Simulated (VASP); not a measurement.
Wanted: the native input for a VASP 6.6.1 run.

* Task: electric field gradients
* Functional: PBEsol
* Potentials or basis: VASP PAW PBE potentials, release 64 (Ag, Cl)
* Cutoff: 520 eV
* k mesh: 9 × 9 × 9
* Occupations: fermi-dirac, width 0.01 eV
* Spin: no spin polarisation
* Dipole correction: no
* Further INCAR settings: ALGO = Normal; EDIFF = 1e-08; NBANDS = 16

The structure of AgCl lies in POSCAR:

```
AgCl
1.0
    0.0000000000      2.7726629968      2.7726629968
    2.7726629968      0.0000000000      2.7726629968
    2.7726629968      2.7726629968      0.0000000000
Ag Cl
1 1
Direct
    0.0000000000      0.0000000000      0.0000000000
    0.5000000000      0.5000000000      0.5000000000
```

One way to write it, as run:

INCAR

```
SYSTEM = AgCl
ALGO     = Normal         ! electronic algorithm
EDIFF    = 1E-8           ! SCF threshold, eV
ENCUT    = 520            ! plane-wave cutoff, eV
GGA      = PS             ! functional
ISIF     = 2              ! what is computed and relaxed
ISMEAR   = -1             ! smearing method
LASPH    = .TRUE.         ! aspherical terms in the spheres
LCHARG   = .FALSE.        ! write CHGCAR
LEFG     = .TRUE.       
LREAL    = .FALSE.        ! projectors in reciprocal space
LWAVE    = .FALSE.        ! write WAVECAR
NBANDS   = 16             ! bands
NELM     = 100            ! most SCF steps
PREC     = Accurate       ! precision mode
SIGMA    = 0.01           ! smearing width, eV
```

KPOINTS

```
k-points
0
G
  9 9 9
  0 0 0
```

Potentials or basis: VASP PAW PBE potentials, release 64 (Ag, Cl).

Command:

```bash
$ cat potpaw_PBE.64/Ag/POTCAR potpaw_PBE.64/Cl/POTCAR > POTCAR
$ mpirun -np 1 vasp_std > vasp.out
```

Results of the run:

- Pressure: -2.7 GPa
- Band gap on the k mesh: 0.78 eV (least direct gap 3.00 eV)
- Largest electric field gradient by atom: under 0.05 V/Å² on every atom

Caveat: semilocal functionals underestimate gaps, and a narrow one can read as zero; the PAW data sets were made with another functional, which shifts forces and pressure a little; an odd mesh through Γ misses points on the zone boundary, where band edges can lie.

It took 30 s on 1 thread of Intel Xeon 8259CL, with other jobs on the host, peak memory 0.18 GiB.
